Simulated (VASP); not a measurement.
Runs of VASP 6.6.1 on Ca. The structure is that of space group Pm-3m (No. 221), or close to it. The cells are those of the table. 

| task | cell | cutoff (eV) | k mesh for the DOS | occupations for the DOS | gap on the mesh (eV) | pressure (GPa) |
| --- | --- | --- | --- | --- | --- | --- |
| single point | a = 2.920 Å, 1 atom | 520 | - | - | 0.18 | (a) |
| single point | a = 3.462 Å, 1 atom | 520 | - | - | none | 0.0 |
| single point | a = 3.214 Å, 1 atom | 520 | - | - | none | 3.6 |
| single point | a = 3.343 Å, 1 atom | 520 | - | - | none | (b) |
| relaxation of cell and atoms | relaxed from a = 3.526 Å, 1 atom | 600 | - | - | none | 0.0 |
| single point | a = 3.074 Å, 1 atom | 520 | - | - | none | 7.0 |

Alike in all rows: level PBEsol; potentials or basis VASP PAW PBE potentials, release 64 (Ca_sv); no spin polarisation; k mesh 11 × 11 × 11; smearing fermi-dirac 0.08 eV.

Question: Fill in the values left out.

Answer: (a) 13.1; (b) 1.4.

Caveats: the PAW data sets were made with another functional, which shifts forces and pressure a little.

A k mesh can miss the band edges.

A gap of «none» marks levels without a gap at the run's occupations.
